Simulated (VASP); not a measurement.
# MoS2 (P6_3/mmc) in VASP: a series of runs

Runs on MoS2. Level: PBEsol. Tasks: single point, relaxation of cell and atoms.

Program: VASP 6.6.1. These are calculated values, not measurements. Logs are shortened: lines on timing, memory, paths and dates and some standing lists are left out, and cuts for length are marked.

## Step 1: The cell of the first run

It takes space group P6_3/mmc (No. 194, hexagonal). Conventional cell: a = 3.125 Å, b = 3.125 Å, c = 12.006 Å, α = 90.00°, β = 90.00°, γ = 120.00°. Within 3.2 Å of Mo (site symmetry -6m2) lie 6 S at 2.39 Å and 6 Mo at 3.12 Å. Within 3.2 Å of S (site symmetry 3m) lie 3 Mo at 2.39 Å and 7 S at 3.12 Å.

## Step 2: Single point, PBEsol

Contents of INCAR:

```
SYSTEM = MoS2
PREC     = Accurate       ! precision mode
ENCUT    = 520            ! plane-wave cutoff, eV
EDIFF    = 1E-6           ! SCF threshold, eV
ISMEAR   = 0              ! smearing method
SIGMA    = 0.01           ! smearing width, eV
LREAL    = .FALSE.        ! projectors in reciprocal space
LASPH    = .TRUE.         ! aspherical terms in the spheres
NELM     = 80             ! most SCF steps
ALGO     = Normal         ! electronic algorithm
ISIF     = 2              ! what is computed and relaxed
LWAVE    = .FALSE.        ! write WAVECAR
LCHARG   = .FALSE.        ! write CHGCAR
GGA      = PS             ! functional
NBANDS   = 35             ! bands
```

Contents of KPOINTS:

```
regular mesh
0
G
  8 8 2
  0 0 0
```

Contents of POSCAR:

```
MoS2
1.0
    3.1245999574      0.0000000000      0.0000000000
   -1.5622999787      2.7059829398      0.0000000000
    0.0000000000      0.0000000000     12.0062686156
Mo S
2 4
Direct
    0.3333333333      0.6666666667      0.2500000000
    0.6666666667      0.3333333333      0.7500000000
    0.3333333333      0.6666666667      0.6199607840
    0.6666666667      0.3333333333      0.1199607840
    0.3333333333      0.6666666667      0.8800392160
    0.6666666667      0.3333333333      0.3800392160
```

Potentials or basis: VASP PAW PBE potentials, release 64 (Mo_sv, S).

On the command line:

```console
> cat potpaw_PBE.64/Mo_sv/POTCAR potpaw_PBE.64/S/POTCAR > POTCAR
> mpirun -np 1 vasp_std > vasp.out
```

OUTCAR:

```text
SYSTEM = MoS2
   PREC = Accurate
   ENCUT = 520
   EDIFF = 1E-6
   ISMEAR = 0
   LREAL = .FALSE.
   LASPH = .TRUE.
   NELM = 80
   ISIF = 2
   GGA = PS

 ion  position               nearest neighbor table
   1  0.333  0.667  0.250-   4 2.39   6 2.39   4 2.39   6 2.39   4 2.39   6 2.39
   2  0.667  0.333  0.750-   3 2.39   5 2.39   3 2.39   5 2.39   3 2.39   5 2.39
   3  0.333  0.667  0.620-   2 2.39   2 2.39   2 2.39
   4  0.667  0.333  0.120-   1 2.39   1 2.39   1 2.39
   5  0.333  0.667  0.880-   2 2.39   2 2.39   2 2.39
   6  0.667  0.333  0.380-   1 2.39   1 2.39   1 2.39

  LATTYP: Found a hexagonal cell.
 ALAT       =     3.1245999574
 C/A-ratio  =     3.8424978491

  Lattice vectors:

 A1 = (   3.1245999574,   0.0000000000,   0.0000000000)
 A2 = (  -1.5622999787,   2.7059829398,   0.0000000000)
 A3 = (   0.0000000000,   0.0000000000,  12.0062686156)

Analysis of symmetry for initial positions (statically):
=====================================================================
 Subroutine PRICEL returns:
 Original cell was already a primitive cell.

 Routine SETGRP: Setting up the symmetry group for a
 hexagonal supercell.

 Subroutine GETGRP returns: Found 24 space group operations
 (whereof 12 operations were pure point group operations)
 out of a pool of 24 trial point group operations.

The static configuration has the point symmetry D_3d.
 The point group associated with its full space group is D_6h.

Analysis of symmetry for dynamics (positions and initial velocities):
=====================================================================
 Subroutine PRICEL returns:
 Original cell was already a primitive cell.

 Routine SETGRP: Setting up the symmetry group for a
 hexagonal supercell.

 Subroutine GETGRP returns: Found 24 space group operations
 (whereof 12 operations were pure point group operations)
 out of a pool of 24 trial point group operations.

The dynamic configuration has the point symmetry D_3d.
 The point group associated with its full space group is D_6h.

 Subroutine INISYM returns: Found 24 space group operations
 (whereof 12 operations are pure point group operations),
 and found     1 'primitive' translations

----------------------------------------------------------------------------------------

                                     Primitive cell

  volume of cell :     101.5144

  direct lattice vectors                    reciprocal lattice vectors
     3.124599957  0.000000000  0.000000000     0.320040970  0.184775740  0.000000000
    -1.562299979  2.705982940  0.000000000     0.000000000  0.369551480  0.000000000
     0.000000000  0.000000000 12.006268616     0.000000000  0.000000000  0.083289824

  length of vectors
     3.124599957  3.124599957 12.006268616     0.369551480  0.369551480  0.083289824

  position of ions in fractional coordinates (direct lattice)
     0.333333333  0.666666667  0.250000000
     0.666666667  0.333333333  0.750000000
     0.333333333  0.666666667  0.619960784
     0.666666667  0.333333333  0.119960784
     0.333333333  0.666666667  0.880039216
     0.666666667  0.333333333  0.380039216

  ion indices of the primitive-cell ions
   primitive index   ion index
                 1           1
                 2           2
                 3           3
                 4           4
                 5           5
                 6           6

----------------------------------------------------------------------------------------

 KPOINTS: regular mesh

Automatic generation of k-mesh.
 Grid dimensions read from file:
 generate k-points for:    8    8    2

 Generating k-lattice:

  Cartesian coordinates                     Fractional coordinates (reciprocal lattice)
     0.040005121  0.023096967  0.000000000     0.125000000  0.000000000  0.000000000
     0.000000000  0.046193935  0.000000000     0.000000000  0.125000000  0.000000000
     0.000000000  0.000000000  0.041644912     0.000000000  0.000000000  0.500000000

  Length of vectors
     0.046193935  0.046193935  0.041644912

  Shift w.r.t. Gamma in fractional coordinates (k-lattice)
     0.000000000  0.000000000  0.000000000

 Subroutine IBZKPT returns following result:
 ===========================================

 Found     20 irreducible k-points:

 Following reciprocal coordinates:
            Coordinates               Weight
  0.000000  0.000000  0.000000      1.000000
  0.125000 -0.000000  0.000000      6.000000
  0.250000 -0.000000  0.000000      6.000000
  0.375000 -0.000000  0.000000      6.000000
  0.500000 -0.000000  0.000000      3.000000
  0.125000  0.125000  0.000000      6.000000
[... 12 lines left out ...]
  0.250000  0.250000  0.500000      6.000000
  0.375000  0.250000  0.500000      6.000000
   k-points           NKPTS =     20   k-points in BZ     NKDIM =     20   number of bands    NBANDS=     35
   number of dos      NEDOS =    301   number of ions     NIONS =      6
   total plane-waves  NPLWV =  51840
   dimension x,y,z NGX =    24 NGY =   24 NGZ =   90
   dimension x,y,z NGXF=    48 NGYF=   48 NGZF=  180
   ions per type =               2   4
   NGX,Y,Z   is equivalent  to a cutoff of  12.77, 12.77, 12.46 a.u.
   NGXF,Y,Z  is equivalent  to a cutoff of  25.54, 25.54, 24.92 a.u.
 SYSTEM =  MoS2
   PREC   = accura    normal or accurate (medium, high low for compatibility)
   ISTART =      0    job   : 0-new  1-cont  2-samecut
   ICHARG =      2    charge: 1-file 2-atom 10-const
   ISPIN  =      1    spin polarized calculation?
   LNONCOLLINEAR =      F non collinear calculations
   LSORBIT =      F    spin-orbit coupling
   LASPH  =      T    aspherical Exc in radial PAW
   ENCUT  =  520.0 eV  38.22 Ry    6.18 a.u.   5.81  5.81 22.32*2*pi/ulx,y,z
   NELM   =     80;   NELMIN=  2; NELMDL= -5     # of ELM steps
   EDIFF  = 0.1E-05   stopping-criterion for ELM
   LREAL  =      F    real-space projection
   EDIFFG = 0.1E-04   stopping-criterion for IOM
   NSW    =      0    number of steps for IOM
   IBRION =     -1    ionic relax: 0-MD 1-quasi-New 2-CG
   NFREE  =      0    steps in history (QN), initial steepest desc. (CG)
   ISIF   =      2    stress and relaxation
   ISYM   =      2    0-nonsym 1-usesym 2-fastsym
   POTIM  = 0.5000    time-step for ionic-motion
   TEBEG  =    0.0;   TEEND  =   0.0 temperature during run
   PSTRESS=    0.0 pullay stress
   NELECT =      52.0000    total number of electrons
   NUPDOWN=      -1.0000    fix difference up-down
   EMIN   =  10.00;   EMAX   =-10.00  energy-range for DOS
   EFERMI =   0.00;   METHOD = LEGACY
   ISMEAR =     0;   SIGMA  =   0.01  broadening in eV -4-tet -1-fermi 0-gaus
   EFERMI_NEDOS =   21; number of points for ismear=-14 and -15
   IALGO  =     38    algorithm
   IMIX   =      4    mixing-type and parameters
     AMIX     =   0.40;   BMIX     =  1.00
     AMIX_MAG =   1.60;   BMIX_MAG =  1.00
  volume/ion in A,a.u.               =      16.92       114.18
  Fermi-wavevector in a.u.,A,eV,Ry     =   1.309886  2.475325 23.344887  1.715801
  Thomas-Fermi vector in A             =   2.440454
   LORBIT       =      0    0 simple, 1 ext, 2 COOP (PROOUT), +10 PAW based schemes
   GGA     = PS    functional components
   LHFCALC =     F    Hartree Fock is set to
   AEXX    =    0.0000 exact exchange contribution
   IVDW    =     0    specifies the selected vdW correction
   LEPSILON=     F    determine dielectric tensor
   LRPA    =     F    only Hartree local field effects (RPA)
 non-spin polarized calculation
 Gauss-broadening in eV      SIGMA  =   0.01
  energy-cutoff  :      520.00
  volume of cell :      101.51
 maximum number of plane-waves:      2752
 NGX is ok and might be reduce to    24
   NGX = 11   NGY = 11   NGZ = 45

 number of electron      52.0000005 magnetization

 Free energy of the ion-electron system (eV)
  ---------------------------------------------------
  ext. energy  EPLUGINS =         0.00000000
  ---------------------------------------------------
  free energy    TOTEN  =       -46.87207910 eV

  energy without entropy =      -46.87207910  energy(sigma->0) =      -46.87207910

 E-fermi :   8.3514     XC(G=0): -11.3105

 val. band max:        8.1841760654   @ k =   0.0000   0.0000   0.0000
 cond. band min:       9.0167094554   @ k =   0.2500   0.1250   0.0000
 fundamental gap:      0.8325333900
 Fermi energy:         8.3514218637

 k-point     1 :       0.0000    0.0000    0.0000
  band No.  band energies     occupation
      1     -53.2538      2.00000
      2     -53.2538      2.00000
      3     -27.4779      2.00000
      4     -27.4777      2.00000
      5     -27.1953      2.00000
      6     -27.1953      2.00000
[... 27 lines left out ...]
     34      10.7205      0.00000
     35      13.8293      0.00000

 k-point     2 :       0.1250   -0.0000    0.0000
  band No.  band energies     occupation
      1     -53.2467      2.00000
      2     -53.2467      2.00000
      3     -27.4642      2.00000
      4     -27.4641      2.00000
      5     -27.2640      2.00000
      6     -27.2640      2.00000
[... 27 lines left out ...]
     34      10.7997      0.00000
     35      14.9148      0.00000

 k-point     3 :       0.2500   -0.0000    0.0000
  band No.  band energies     occupation
      1     -53.2295      2.00000
      2     -53.2295      2.00000
      3     -27.4311      2.00000
      4     -27.4310      2.00000
      5     -27.4270      2.00000
      6     -27.4270      2.00000
[... 27 lines left out ...]
     34      11.5602      0.00000
     35      15.5975      0.00000

 k-point     4 :       0.3750   -0.0000    0.0000
  band No.  band energies     occupation
      1     -53.2122      2.00000
      2     -53.2122      2.00000
      3     -27.5861      2.00000
      4     -27.5861      2.00000
      5     -27.3978      2.00000
      6     -27.3977      2.00000
[... 27 lines left out ...]
     34      12.0553      0.00000
     35      14.1692      0.00000

 k-point     5 :       0.5000   -0.0000    0.0000
  band No.  band energies     occupation
      1     -53.2051      2.00000
      2     -53.2051      2.00000
      3     -27.6509      2.00000
      4     -27.6509      2.00000
      5     -27.3839      2.00000
      6     -27.3839      2.00000
[... 486 lines left out ...]
 k-point    18 :       0.3750    0.1250    0.5000
  band No.  band energies     occupation
      1     -53.2051      2.00000
      2     -53.2051      2.00000
      3     -27.6158      2.00000
      4     -27.6158      2.00000
      5     -27.3839      2.00000
      6     -27.3839      2.00000
[... 27 lines left out ...]
     34      11.8858      0.00000
     35      14.4126      0.00000

 k-point    19 :       0.2500    0.2500    0.5000
  band No.  band energies     occupation
      1     -53.2051      2.00000
      2     -53.2051      2.00000
      3     -27.5672      2.00000
      4     -27.5672      2.00000
      5     -27.3876      2.00000
      6     -27.3876      2.00000
[... 27 lines left out ...]
     34      12.2886      0.00000
     35      15.1218      0.00000

 k-point    20 :       0.3750    0.2500    0.5000
  band No.  band energies     occupation
      1     -53.2000      2.00000
      2     -53.2000      2.00000
      3     -27.5726      2.00000
      4     -27.5726      2.00000
      5     -27.4401      2.00000
      6     -27.4401      2.00000
[... 27 lines left out ...]
     34      12.4076      0.00000
     35      14.7195      0.00000

------------------------ aborting loop because EDIFF is reached ----------------------------------------

  FORCE on cell =-STRESS in cart. coord.  units (eV):
  Direction    XX          YY          ZZ          XY          YZ          ZX
  --------------------------------------------------------------------------------------
  -------------------------------------------------------------------------------------
  Total        1.2568951      1.2568951      1.2347300     -0.0000000      0.0000000     -0.0000000
  in kB       19.8372777     19.8372777     19.4874523     -0.0000000      0.0000000     -0.0000000
  external PRESSURE =      19.7206693 kB  Pullay stress =       0.0000000 kB

 VOLUME and BASIS-vectors are now :
 -----------------------------------------------------------------------------
  energy-cutoff  :      520.00
  volume of cell :      101.51
      direct lattice vectors                 reciprocal lattice vectors
     3.124599957  0.000000000  0.000000000     0.320040970  0.184775740  0.000000000
    -1.562299979  2.705982940  0.000000000     0.000000000  0.369551480  0.000000000
     0.000000000  0.000000000 12.006268616     0.000000000  0.000000000  0.083289824

 POSITION                                       TOTAL-FORCE (eV/Angst)
 -----------------------------------------------------------------------------------
     -0.00000      1.80399      3.00157        -0.000000     -0.000000      0.000000
      1.56230      0.90199      9.00470         0.000000     -0.000000      0.000000
     -0.00000      1.80399      7.44342        -0.000000      0.000000      0.000499
      1.56230      0.90199      1.44028         0.000000      0.000000      0.000499
     -0.00000      1.80399     10.56599        -0.000000     -0.000000     -0.000499
      1.56230      0.90199      4.56285         0.000000      0.000000     -0.000499
 -----------------------------------------------------------------------------------
    total drift:                                0.000000     -0.000000      0.000000

  FREE ENERGIE OF THE ION-ELECTRON SYSTEM (eV)
  ---------------------------------------------------
  free  energy   TOTEN  =       -46.8720790983 eV

  energy  without entropy=      -46.8720790983  energy(sigma->0) =      -46.87207910
```

Run time: 53 s. Hardware: 1 thread of Intel Xeon Platinum 8488C (Sapphire Rapids), shared host; peak memory 0.23 GiB.

What came out:

| Property | Result |
| --- | --- |
| Free energy | -46.8721 eV |
| Pressure | 2.0 GPa |
| Band gap on the k mesh | 0.83 eV (least direct gap 2.04 eV) |

Caveat: the PAW data sets were made with another functional, which shifts forces and pressure a little; this functional lacks dispersion, which binds the layers, so the pressure and a relaxed spacing across them are unreliable.

## Step 3: Relaxation of cell and atoms, PBEsol, target pressure 2 GPa, at which the enthalpy is minimised

This run uses another cell than the first one, of 17.91 Å³/atom.

Contents of INCAR:

```
SYSTEM = MoS2
PREC = Accurate ; ENCUT = 600
EDIFF = 1E-6 ; ISMEAR = 0
SIGMA = 0.01 ; LREAL = .False.
LASPH = .True. ; NELM = 80
ALGO = Normal ; ISIF = 3
LWAVE = .False. ; LCHARG = .False.
GGA = PS ; IBRION = 2
NSW = 100 ; EDIFFG = -0.002
PSTRESS = 20.0
```

Contents of KPOINTS:

```
regular mesh
0
Gamma
  8 8 2
  0 0 0
```

Contents of POSCAR:

```
MoS2
1.0
    3.1414593379      0.0000000000      0.0000000000
   -1.5707296689      2.7205835915      0.0000000000
    0.0000000000      0.0000000000     12.5714906289
Mo S
2 4
Direct
    0.3333333333      0.6666666667      0.2500000000
    0.6666666667      0.3333333333      0.7500000000
    0.3333333333      0.6666666667      0.6259912572
    0.6666666667      0.3333333333      0.1259912572
    0.3333333333      0.6666666667      0.8740087428
    0.6666666667      0.3333333333      0.3740087428
```

Potentials or basis: VASP PAW PBE potentials, release 64 (Mo_sv, S).

On the command line:

```console
> cat potpaw_PBE.64/Mo_sv/POTCAR potpaw_PBE.64/S/POTCAR > POTCAR
> mpirun -np 1 vasp_std > vasp.out
```

Run time: 16 min. Hardware: 1 thread of Intel Xeon Platinum 8488C (Sapphire Rapids), shared host; peak memory 0.3 GiB.

It converged, with:

```
Free energy                                                : -46.8764 eV
Relaxed volume                                             : 16.93 Å³/atom
Relaxed cell                                               : a = 3.125 Å, b = 3.125 Å, c = 12.011 Å, α = 90.00°, β = 90.00°, γ = 120.00°
Space group after relaxing (to 0.1 Å)                      : P6_3/mmc (No. 194)
Energy change on relaxing (the run minimises the enthalpy) : +5.1 meV/atom
Ionic steps                                                : 36
Pressure after relaxing                                    : 2.0 GPa
Band gap on the k mesh                                     : 0.83 eV (least direct gap 2.04 eV)
```

Step by step:
```tsv
step	energy change (eV)	largest force (eV/Å)	pressure (GPa)	volume (Å³)
1	0.0000	0.0013	-0.01	107.44
2	0.0566	0.5791	5.44	103.98
3	0.0084	0.2190	1.99	106.09
4	0.0101	0.1277	2.00	105.45
5	0.0184	0.0060	2.02	104.59
6	0.0189	0.0034	2.05	104.24
7	0.0221	0.0034	2.16	103.20
8	0.0383	0.0185	2.58	101.12
9	0.0268	0.0652	1.44	101.91
10	0.0292	0.0529	1.74	101.70
11	0.0307	0.0559	2.23	101.57
12	0.0297	0.0040	2.00	101.63
13	0.0297	0.0033	1.98	101.63
14	0.0299	0.0033	1.99	101.61
15	0.0305	0.0037	2.04	101.57
16	0.0303	0.0038	2.04	101.58
17	0.0301	0.0036	2.03	101.60
18	0.0300	0.0036	2.04	101.61
19	0.0299	0.0037	2.02	101.61
20	0.0299	0.0016	2.01	101.61
21	0.0299	0.0014	1.97	101.61
22	0.0299	0.0078	1.93	101.61
23	0.0299	0.0042	1.96	101.61
24	0.0299	0.0028	1.96	101.61
25	0.0299	0.0015	1.96	101.61
26	0.0300	0.0027	1.97	101.61
27	0.0300	0.0027	1.97	101.60
28	0.0300	0.0029	1.95	101.60
29	0.0302	0.0030	1.96	101.59
30	0.0304	0.0036	1.97	101.57
31	0.0305	0.0018	1.96	101.57
32	0.0307	0.0038	2.00	101.55
33	0.0306	0.0023	2.01	101.55
34	0.0305	0.0000	2.02	101.56
35	0.0305	0.0007	1.99	101.56
36	0.0305	0.0000	2.00	101.56
```

Final structure:
```
Mo S
1.0
     3.12472    0.00000    0.00000
    -1.56236    2.70609    0.00000
     0.00000    0.00000   12.01089
Mo S
2 4
Cartesian
  0.0000 1.8041 3.0027
  1.5624 0.9020 9.0082
  0.0000 1.8041 7.4469
  1.5624 0.9020 1.4415
  0.0000 1.8041 10.5694
  1.5624 0.9020 4.5640
```

Levels at points of the mesh, in eV from the valence-band top:
| k point | band 23 | band 24 | band 25 | band 26 | band 27 | band 28 | band 29 | band 30 |
| --- | --- | --- | --- | --- | --- | --- | --- | --- |
| (0.00, 0.00, 0.00) | -2.17 | -1.41 | -1.10 | 0.00 | 2.14 | 2.14 | 2.17 | 2.17 |
| (0.50, 0.00, 0.00) | -1.78 | -1.56 | -1.50 | -1.40 | 1.68 | 1.74 | 2.02 | 2.39 |
| (0.00, 0.00, 0.50) | -2.20 | -2.20 | -0.28 | -0.28 | 2.14 | 2.14 | 2.14 | 2.14 |
| (0.50, 0.00, 0.50) | -1.64 | -1.64 | -1.47 | -1.47 | 1.70 | 1.70 | 2.22 | 2.22 |

Caveat: the cell is relaxed towards a set pressure, so the run minimises the enthalpy, not the energy; the PAW data sets were made with another functional, which shifts forces and pressure a little; this functional lacks dispersion, which binds the layers, so the pressure and a relaxed spacing across them are unreliable. A k mesh can miss the band edges.
